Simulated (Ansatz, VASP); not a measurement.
## One calculation of ZnSe, two programs

```
Zn Se
1.0
     0.00000    2.86630    2.86630
     2.86630    0.00000    2.86630
     2.86630    2.86630    0.00000
Zn Se
1 1
Direct
  0.00000 0.00000 0.00000
  0.75000 0.75000 0.75000
```

Alike in both runs: functional PBE; k mesh 8 × 8 × 8; no spin polarisation.

Ansatz relaxed the structure, and its values are those at the end. VASP's run is a single point on that final structure, the one shown.

|  | VASP | Ansatz |
| --- | --- | --- |
| version | VASP 6.6.1 | Ansatz 0.2.0 |
| potentials or method | VASP PAW PBE potentials, release 64 (Zn, Se), cutoff 520 eV | scalar-relativistic, plane waves, PAW |
| occupations | gaussian, width 0.01 eV | fixed |
| valence electrons in the cell | 18 | 28 |

|  | VASP | Ansatz | Ansatz less VASP |
| --- | --- | --- | --- |
| gap on the k mesh at the Fermi level (eV) | 1.15 | 1.15 | -0.001 |
| least direct gap on the mesh (eV) | 1.15 | 1.15 | -0.001 |
| pressure (GPa) | 0.2 | 0.0 | -0.21 |

VASP's potentials hold 18 valence electrons a cell and Ansatz's 28, so a difference there can come from the potentials and not from the codes.
